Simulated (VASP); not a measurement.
Mg3Te: single point with PBEsol+D4

Mg3Te:

```
Te Mg
1.0
    -2.12748    2.12748    5.03897
     2.12748   -2.12748    5.03897
     2.12748    2.12748   -5.03897
Te Mg
1 3
Cartesian
  0.0000 0.0000 0.0000
  2.1275 0.0000 2.5195
  0.0000 2.1275 2.5195
  0.0000 0.0000 5.0390
```

```
Program             : VASP 6.6.1
Task                : single point
Functional          : PBEsol
Dispersion          : D4
Potentials or basis : VASP PAW PBE potentials, release 64 (Te, Mg)
Cutoff              : 520 eV
k mesh              : 9 × 9 × 9
Occupations         : fermi-dirac, width 0.05 eV
Spin                : no spin polarisation
```

- Pressure: 0.0 GPa
- Band gap on the k mesh: zero (band 6 reaches 5.63 eV, above the bottom of band 7 at 3.94 eV)
- Dispersion energy per atom: -0.150 eV

Levels at points of the mesh, in eV from the Fermi level:
```tsv
k point	band 2	band 3	band 4	band 5	band 6	band 7	band 8	band 9	band 10	band 11
(0.00, 0.00, 0.00)	-4.36	-4.23	-2.84	-2.84	0.34	1.06	1.40	1.40	1.49	3.55
```

Wall time 2.2 min on 1 thread of Intel(R) Xeon(R) Platinum 8488C (Sapphire Rapids) (shared host), peak memory 0.37 GiB.

Caveat: the PAW data sets were made with another functional, which shifts forces and pressure a little; spin-orbit coupling is left out, which moves the levels of the heavy elements; pairwise dispersion overbinds metals, which lowers pressure and volume.
